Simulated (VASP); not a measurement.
# KMgF3 (Amm2) in VASP: further runs

Runs on KMgF3. Level: PBE. Tasks: single point.

Everything below comes from runs of VASP 6.6.1. Logs are shortened: lines on timing, memory, paths and dates and some standing lists are left out, and cuts for length are marked.

### 1 The cell of the first run

Symmetry: Amm2, No. 38, orthorhombic system. The conventional cell has a = 3.986 Å, b = 5.637 Å, c = 5.637 Å, α = 90.00°, β = 90.00°, γ = 90.00°. K (site symmetry mm2) has 12 F at 2.69 to 2.94 Å and 8 Mg at 3.45 Å within 3.6 Å. Mg (site symmetry mm2) has 6 F at 1.91 to 2.08 Å within 2.5 Å. Within 2.6 Å of F (site symmetry mm2) lie 2 Mg at 2.00 Å. F (site symmetry m) has 2 Mg at 1.91 to 2.08 Å within 2.5 Å.

### 2 Single point, PBE

File INCAR:

```
PREC = Accurate
ENCUT = 520
EDIFF = 1E-6
ISMEAR = 0
SIGMA = 0.05
LREAL = F
LASPH = T
NELM = 60
ALGO = Normal
ISIF = 2
LWAVE = F
LCHARG = F
GGA = PE
NBANDS = 24
```

File KPOINTS:

```
regular mesh
0
Gamma
  6 6 6
```

File POSCAR:

```
KMgF3
1.0
    3.9859000000      0.0000000000      0.0000000000
    0.0000000000      3.9859000000      0.0000000000
    0.0000000000      0.0000000000      3.9859000000
K Mg F
1 1 3
Direct
    0.5000000000      0.5000000000      0.5000000000
    0.0000000000      0.0000000000      0.0000000000
    0.5000000000     -0.0221752547     -0.0221752547
    0.0000000000      0.4778247453     -0.0221752547
    0.0000000000     -0.0221752547      0.4778247453
```

Potentials or basis: VASP PAW PBE potentials, release 64 (K_sv, Mg, F).

The run is started by

```
$ cat potpaw_PBE.64/K_sv/POTCAR potpaw_PBE.64/Mg/POTCAR potpaw_PBE.64/F/POTCAR > POTCAR
$ mpirun -np 1 vasp_std > vasp.out
```

OUTCAR:

```text
PREC = Accurate
   ENCUT = 520
   EDIFF = 1E-6
   ISMEAR = 0
   LREAL = F
   LASPH = T
   NELM = 60
   ISIF = 2
   GGA = PE

 ion  position               nearest neighbor table
   1  0.500  0.500  0.500-   3 2.69   4 2.76   4 2.76   5 2.76   5 2.76   3 2.82   3 2.82   2 3.45
                             2 3.45   2 3.45   2 3.45   2 3.45   2 3.45   2 3.45   2 3.45
   2  0.000  0.000  0.000-   4 1.91   5 1.91   3 2.00   3 2.00   4 2.08   5 2.08   1 3.45   1 3.45
                             1 3.45   1 3.45   1 3.45   1 3.45   1 3.45   1 3.45
   3  0.500  0.978  0.978-   2 2.00   2 2.00   1 2.69   1 2.82   1 2.82
   4  0.000  0.478  0.978-   2 1.91   2 2.08   1 2.76   1 2.76
   5  0.000  0.978  0.478-   2 1.91   2 2.08   1 2.76   1 2.76

  LATTYP: Found a simple cubic cell.
 ALAT       =     3.9859000000

  Lattice vectors:

 A1 = (   3.9859000000,   0.0000000000,   0.0000000000)
 A2 = (   0.0000000000,   3.9859000000,   0.0000000000)
 A3 = (   0.0000000000,   0.0000000000,   3.9859000000)

Analysis of symmetry for initial positions (statically):
=====================================================================
 Subroutine PRICEL returns:
 Original cell was already a primitive cell.

 Routine SETGRP: Setting up the symmetry group for a
 simple cubic supercell.

 Subroutine GETGRP returns: Found  4 space group operations
 (whereof  4 operations were pure point group operations)
 out of a pool of 48 trial point group operations.

The static configuration has the point symmetry C_2v.

Analysis of symmetry for dynamics (positions and initial velocities):
=====================================================================
 Subroutine PRICEL returns:
 Original cell was already a primitive cell.

 Routine SETGRP: Setting up the symmetry group for a
 simple cubic supercell.

 Subroutine GETGRP returns: Found  4 space group operations
 (whereof  4 operations were pure point group operations)
 out of a pool of 48 trial point group operations.

The dynamic configuration has the point symmetry C_2v.

 Subroutine INISYM returns: Found  4 space group operations
 (whereof  4 operations are pure point group operations),
 and found     1 'primitive' translations

----------------------------------------------------------------------------------------

                                     Primitive cell

  volume of cell :      63.3256

  direct lattice vectors                    reciprocal lattice vectors
     3.985900000  0.000000000  0.000000000     0.250884367  0.000000000  0.000000000
     0.000000000  3.985900000  0.000000000     0.000000000  0.250884367  0.000000000
     0.000000000  0.000000000  3.985900000     0.000000000  0.000000000  0.250884367

  length of vectors
     3.985900000  3.985900000  3.985900000     0.250884367  0.250884367  0.250884367

  position of ions in fractional coordinates (direct lattice)
     0.500000000  0.500000000  0.500000000
     0.000000000  0.000000000  0.000000000
     0.500000000  0.977824745  0.977824745
     0.000000000  0.477824745  0.977824745
     0.000000000  0.977824745  0.477824745

  ion indices of the primitive-cell ions
   primitive index   ion index
                 1           1
                 2           2
                 3           3
                 4           4
                 5           5

----------------------------------------------------------------------------------------

 KPOINTS: regular mesh

Automatic generation of k-mesh.
 Grid dimensions read from file:
 generate k-points for:    6    6    6

 Generating k-lattice:

  Cartesian coordinates                     Fractional coordinates (reciprocal lattice)
     0.041814061  0.000000000  0.000000000     0.166666667  0.000000000  0.000000000
     0.000000000  0.041814061  0.000000000     0.000000000  0.166666667  0.000000000
     0.000000000  0.000000000  0.041814061     0.000000000  0.000000000  0.166666667

  Length of vectors
     0.041814061  0.041814061  0.041814061

  Shift w.r.t. Gamma in fractional coordinates (k-lattice)
     0.000000000  0.000000000  0.000000000

 Subroutine IBZKPT returns following result:
 ===========================================

 Found     52 irreducible k-points:

 Following reciprocal coordinates:
            Coordinates               Weight
  0.000000  0.000000  0.000000      1.000000
  0.166667  0.000000  0.000000      2.000000
  0.000000  0.166667  0.000000      4.000000
  0.333333  0.000000  0.000000      2.000000
  0.000000  0.333333  0.000000      4.000000
  0.500000  0.000000  0.000000      1.000000
[... 16 lines left out ...]
  0.333333  0.000000  0.500000      4.000000
  0.500000  0.500000  0.000000      2.000000
 [... further k-points ...]
   k-points           NKPTS =     52   k-points in BZ     NKDIM =     52   number of bands    NBANDS=     24
   number of dos      NEDOS =    301   number of ions     NIONS =      5
   total plane-waves  NPLWV =  27000
   dimension x,y,z NGX =    30 NGY =   30 NGZ =   30
   dimension x,y,z NGXF=    60 NGYF=   60 NGZF=   60
   ions per type =               1   1   3
   NGX,Y,Z   is equivalent  to a cutoff of  12.51, 12.51, 12.51 a.u.
   NGXF,Y,Z  is equivalent  to a cutoff of  25.03, 25.03, 25.03 a.u.
 SYSTEM =  unknown system
   PREC   = accura    normal or accurate (medium, high low for compatibility)
   ISTART =      0    job   : 0-new  1-cont  2-samecut
   ICHARG =      2    charge: 1-file 2-atom 10-const
   ISPIN  =      1    spin polarized calculation?
   LNONCOLLINEAR =      F non collinear calculations
   LSORBIT =      F    spin-orbit coupling
   LASPH  =      T    aspherical Exc in radial PAW
   ENCUT  =  520.0 eV  38.22 Ry    6.18 a.u.   7.41  7.41  7.41*2*pi/ulx,y,z
   NELM   =     60;   NELMIN=  2; NELMDL= -5     # of ELM steps
   EDIFF  = 0.1E-05   stopping-criterion for ELM
   LREAL  =      F    real-space projection
   EDIFFG = 0.1E-04   stopping-criterion for IOM
   NSW    =      0    number of steps for IOM
   IBRION =     -1    ionic relax: 0-MD 1-quasi-New 2-CG
   NFREE  =      0    steps in history (QN), initial steepest desc. (CG)
   ISIF   =      2    stress and relaxation
   ISYM   =      2    0-nonsym 1-usesym 2-fastsym
   POTIM  = 0.5000    time-step for ionic-motion
   TEBEG  =    0.0;   TEEND  =   0.0 temperature during run
   PSTRESS=    0.0 pullay stress
   NELECT =      32.0000    total number of electrons
   NUPDOWN=      -1.0000    fix difference up-down
   EMIN   =  10.00;   EMAX   =-10.00  energy-range for DOS
   EFERMI =   0.00;   METHOD = LEGACY
   ISMEAR =     0;   SIGMA  =   0.05  broadening in eV -4-tet -1-fermi 0-gaus
   EFERMI_NEDOS =   21; number of points for ismear=-14 and -15
   IALGO  =     38    algorithm
   IMIX   =      4    mixing-type and parameters
     AMIX     =   0.40;   BMIX     =  1.00
     AMIX_MAG =   1.60;   BMIX_MAG =  1.00
  volume/ion in A,a.u.               =      12.67        85.47
  Fermi-wavevector in a.u.,A,eV,Ry     =   1.303962  2.464132 23.134232  1.700318
  Thomas-Fermi vector in A             =   2.434930
   LORBIT       =      0    0 simple, 1 ext, 2 COOP (PROOUT), +10 PAW based schemes
   GGA     = PE    functional components
   LHFCALC =     F    Hartree Fock is set to
   AEXX    =    0.0000 exact exchange contribution
   IVDW    =     0    specifies the selected vdW correction
   LEPSILON=     F    determine dielectric tensor
   LRPA    =     F    only Hartree local field effects (RPA)
 non-spin polarized calculation
 Gauss-broadening in eV      SIGMA  =   0.05
  energy-cutoff  :      520.00
  volume of cell :       63.33
 maximum number of plane-waves:      1743
 NGX is ok and might be reduce to    30
   NGX = 15   NGY = 15   NGZ = 15

 number of electron      31.9999991 magnetization

 Free energy of the ion-electron system (eV)
  ---------------------------------------------------
  ext. energy  EPLUGINS =         0.00000000
  ---------------------------------------------------
  free energy    TOTEN  =       -24.33862513 eV

  energy without entropy =      -24.33862513  energy(sigma->0) =      -24.33862513

 E-fermi :  -1.2718     XC(G=0):  -9.6794

 val. band max:       -1.6067445370   @ k =   0.5000   0.5000   0.5000
 cond. band min:       5.6905462527   @ k =   0.0000   0.0000   0.0000
 fundamental gap:      7.2972907897
 Fermi energy:        -1.2717946087

 k-point     1 :       0.0000    0.0000    0.0000
  band No.  band energies     occupation
      1     -27.2434      2.00000
      2     -21.7268      2.00000
      3     -21.0849      2.00000
      4     -21.0683      2.00000
      5     -10.7377      2.00000
      6     -10.7374      2.00000
[... 16 lines left out ...]
     23      12.2732      0.00000
     24      15.3011      0.00000

 k-point     2 :       0.1667    0.0000    0.0000
  band No.  band energies     occupation
      1     -27.2363      2.00000
      2     -21.6982      2.00000
      3     -21.1043      2.00000
      4     -21.0820      2.00000
      5     -10.7335      2.00000
      6     -10.7241      2.00000
[... 16 lines left out ...]
     23      12.3012      0.00000
     24      15.0855      0.00000

 k-point     3 :       0.0000    0.1667    0.0000
  band No.  band energies     occupation
      1     -27.2363      2.00000
      2     -21.6968      2.00000
      3     -21.1188      2.00000
      4     -21.0687      2.00000
      5     -10.7322      2.00000
      6     -10.7237      2.00000
[... 16 lines left out ...]
     23      12.2824      0.00000
     24      15.1414      0.00000

 k-point     4 :       0.3333    0.0000    0.0000
  band No.  band energies     occupation
      1     -27.2219      2.00000
      2     -21.6285      2.00000
      3     -21.1891      2.00000
      4     -21.0778      2.00000
      5     -10.7257      2.00000
      6     -10.6967      2.00000
[... 16 lines left out ...]
     23      12.3579      0.00000
     24      14.6962      0.00000

 k-point     5 :       0.0000    0.3333    0.0000
  band No.  band energies     occupation
      1     -27.2220      2.00000
      2     -21.6223      2.00000
      3     -21.2070      2.00000
      4     -21.0652      2.00000
      5     -10.7248      2.00000
      6     -10.6959      2.00000
[... 16 lines left out ...]
     23      12.3043      0.00000
     24      14.7516      0.00000

 k-point     6 :       0.5000    0.0000    0.0000
  band No.  band energies     occupation
      1     -27.2146      2.00000
      2     -21.5820      2.00000
      3     -21.2426      2.00000
      4     -21.0747      2.00000
      5     -10.7218      2.00000
      6     -10.6829      2.00000
[... 16 lines left out ...]
     23      12.8296      0.00000
     24      13.9849      0.00000
[... 379 lines left out ...]
 k-point    21 :       0.5000    0.3333    0.0000
  band No.  band energies     occupation
      1     -27.1993      2.00000
      2     -21.4366      2.00000
      3     -21.2585      2.00000
      4     -21.1810      2.00000
      5     -10.7878      2.00000
      6     -10.7797      2.00000
[... 16 lines left out ...]
     23      12.7234      0.00000
     24      13.4202      0.00000

 k-point    22 :       0.0000    0.5000    0.3333
  band No.  band energies     occupation
      1     -27.1995      2.00000
      2     -21.4245      2.00000
      3     -21.2806      2.00000
      4     -21.1697      2.00000
      5     -10.7913      2.00000
      6     -10.7784      2.00000
[... 16 lines left out ...]
     23      12.7126      0.00000
     24      13.4404      0.00000

 k-point    23 :       0.3333    0.0000    0.5000
  band No.  band energies     occupation
      1     -27.1994      2.00000
      2     -21.4267      2.00000
      3     -21.2812      2.00000
      4     -21.1679      2.00000
      5     -10.7902      2.00000
      6     -10.7771      2.00000
[... 16 lines left out ...]
     23      12.7199      0.00000
     24      13.4066      0.00000

 k-point    24 :       0.5000    0.5000    0.0000
  band No.  band energies     occupation
      1     -27.1942      2.00000
      2     -21.3179      2.00000
      3     -21.2867      2.00000
      4     -21.2640      2.00000
      5     -10.8108      2.00000
      6     -10.8095      2.00000
[... 16 lines left out ...]
     23      12.7153      0.00000
     24      12.7821      0.00000

 [... further k-points ...]

------------------------ aborting loop because EDIFF is reached ----------------------------------------

  FORCE on cell =-STRESS in cart. coord.  units (eV):
  Direction    XX          YY          ZZ          XY          YZ          ZX
  --------------------------------------------------------------------------------------
  -------------------------------------------------------------------------------------
  Total        1.3156191      1.7813270      1.7813270      0.0000000     -0.0592040     -0.0000000
  in kB       33.2859958     45.0687000     45.0687000      0.0000000     -1.4978983     -0.0000000
  external PRESSURE =      41.1411319 kB  Pullay stress =       0.0000000 kB

 VOLUME and BASIS-vectors are now :
 -----------------------------------------------------------------------------
  energy-cutoff  :      520.00
  volume of cell :       63.33
      direct lattice vectors                 reciprocal lattice vectors
     3.985900000  0.000000000  0.000000000     0.250884367  0.000000000  0.000000000
     0.000000000  3.985900000  0.000000000     0.000000000  0.250884367  0.000000000
     0.000000000  0.000000000  3.985900000     0.000000000  0.000000000  0.250884367

 POSITION                                       TOTAL-FORCE (eV/Angst)
 -----------------------------------------------------------------------------------
      1.99295      1.99295      1.99295         0.000000     -0.118592     -0.118592
      0.00000      0.00000      0.00000         0.000000     -0.753267     -0.753267
      1.99295      3.89751      3.89751         0.000000      0.117636      0.117636
      0.00000      1.90456      3.89751         0.000000      0.653521      0.100701
      0.00000      3.89751      1.90456         0.000000      0.100701      0.653521
 -----------------------------------------------------------------------------------
    total drift:                                0.000000     -0.000986     -0.000989

  FREE ENERGIE OF THE ION-ELECTRON SYSTEM (eV)
  ---------------------------------------------------
  free  energy   TOTEN  =       -24.3386251297 eV

  energy  without entropy=      -24.3386251297  energy(sigma->0) =      -24.33862513
```

It took 89 s on 1 thread of Intel Xeon 6975P-C, shared host; peak memory 0.22 GiB.

What came out:

```yaml
Free_energy: -24.3386 eV
Pressure: 4.1 GPa
Largest_force: 1.065 eV/Å
Band_gap_on_the_k_mesh: 7.30 eV, indirect (least direct gap 7.62 eV)
```

Forces on the atoms (eV/Å):
```
K    0.000 -0.119 -0.119
Mg   0.000 -0.753 -0.753
F    0.000  0.118  0.118
F    0.000  0.654  0.101
F    0.000  0.101  0.654
```

Stress tensor (GPa, compression positive):
```
 3.33  0.00  0.00
 0.00  4.51 -0.15
 0.00 -0.15  4.51
```

Caveat: the cell differs from its parent crystal (all F atoms moved +0.125 Å, as atom 3 towards its neighbour atom 1 (K) at 2.818 Å); forces of over 1 eV/Å act on the atoms, so gaps and moduli don't describe the material at rest. A k mesh can miss the band edges.

### 3 Single point, PBE

File INCAR:

```
ALGO = Normal ; EDIFF = 1E-7
ENCUT = 520 ; GGA = PE
ISIF = 2 ; ISMEAR = 0
LASPH = True ; LCHARG = True
LELF = True ; LREAL = False
LVHAR = True ; LWAVE = False
NBANDS = 24 ; NELM = 60
PREC = Accurate ; SIGMA = 0.05
```

File KPOINTS:

```
k-points
0
Gamma
  6 6 6
```

File POSCAR:

```
KMgF3
1.0
    3.9859000000      0.0000000000      0.0000000000
    0.0000000000      3.9859000000      0.0000000000
    0.0000000000      0.0000000000      3.9859000000
K Mg F
1 1 3
Direct
    0.5000000000      0.5000000000      0.5000000000
    0.0000000000      0.0000000000      0.0000000000
    0.5000000000     -0.0776133914     -0.0776133914
    0.0000000000      0.4223866086     -0.0776133914
    0.0000000000     -0.0776133914      0.4223866086
```

Potentials or basis: VASP PAW PBE potentials, release 64 (K_sv, Mg, F).

The run is started by

```
$ cat potpaw_PBE.64/K_sv/POTCAR potpaw_PBE.64/Mg/POTCAR potpaw_PBE.64/F/POTCAR > POTCAR
$ mpirun -np 1 vasp_std > vasp.out
```

OUTCAR:

```text
EDIFF = 1E-7
   ENCUT = 520
   GGA = PE
   ISIF = 2
   ISMEAR = 0
   LASPH = True
   LREAL = False
   NELM = 60
   PREC = Accurate

 ion  position               nearest neighbor table
   1  0.500  0.500  0.500-   3 2.38   4 2.63   5 2.63   4 2.63   5 2.63   3 2.85   3 2.85   2 3.45
                             2 3.45   2 3.45   2 3.45   2 3.45   2 3.45   2 3.45   2 3.45
   2  0.000  0.000  0.000-   4 1.71   5 1.71   3 2.04   3 2.04   4 2.32   5 2.32   1 3.45   1 3.45
                             1 3.45   1 3.45   1 3.45   1 3.45   1 3.45   1 3.45
   3  0.500  0.922  0.922-   2 2.04   2 2.04   1 2.38   1 2.85   1 2.85
[... 855 lines left out ...]
  -------------------------------------------------------------------------------------
  Total        1.2978883      7.0767663      7.0767663      0.0000000     -1.2674583      0.0000000
  in kB       32.8373955    179.0466659    179.0466659      0.0000000    -32.0674961      0.0000000
  external PRESSURE =     130.3102424 kB  Pullay stress =       0.0000000 kB

 VOLUME and BASIS-vectors are now :
 -----------------------------------------------------------------------------
  energy-cutoff  :      520.00
  volume of cell :       63.33
      direct lattice vectors                 reciprocal lattice vectors
     3.985900000  0.000000000  0.000000000     0.250884367  0.000000000  0.000000000
     0.000000000  3.985900000  0.000000000     0.000000000  0.250884367  0.000000000
     0.000000000  0.000000000  3.985900000     0.000000000  0.000000000  0.250884367

 POSITION                                       TOTAL-FORCE (eV/Angst)
 -----------------------------------------------------------------------------------
      1.99295      1.99295      1.99295         0.000000     -0.663432     -0.663432
      0.00000      0.00000      0.00000         0.000000     -3.265364     -3.265364
      1.99295      3.67654      3.67654         0.000000      0.723097      0.723097
      0.00000      1.68359      3.67654         0.000000      3.301120     -0.095421
      0.00000      3.67654      1.68359         0.000000     -0.095421      3.301120
 -----------------------------------------------------------------------------------
    total drift:                                0.000000      0.002567      0.002570

  FREE ENERGIE OF THE ION-ELECTRON SYSTEM (eV)
  ---------------------------------------------------
  free  energy   TOTEN  =       -23.3426969349 eV

  energy  without entropy=      -23.3426969349  energy(sigma->0) =      -23.34269693
```

It took 98 s on 1 thread of Intel Xeon 6975P-C, shared host; peak memory 0.22 GiB.

Results:

| Property | Result |
| --- | --- |
| Free energy | -23.3427 eV |
| Pressure | 13.0 GPa |
| Largest force | 4.618 eV/Å |
| Band gap on the k mesh | 7.20 eV, indirect (least direct gap 7.52 eV) |

Forces in eV/Å, atoms in the order of the input:
```
K    0.000 -0.663 -0.663
Mg   0.000 -3.265 -3.265
F    0.000  0.723  0.723
F    0.000  3.301 -0.095
F    0.000 -0.095  3.301
```

Caveat: the cell differs from its parent crystal (all F atoms moved +0.438 Å, as atom 3 towards its neighbour atom 1 (K) at 2.818 Å); forces of over 1 eV/Å act on the atoms, so gaps and moduli don't describe the material at rest.

[end of part 1 of 2]
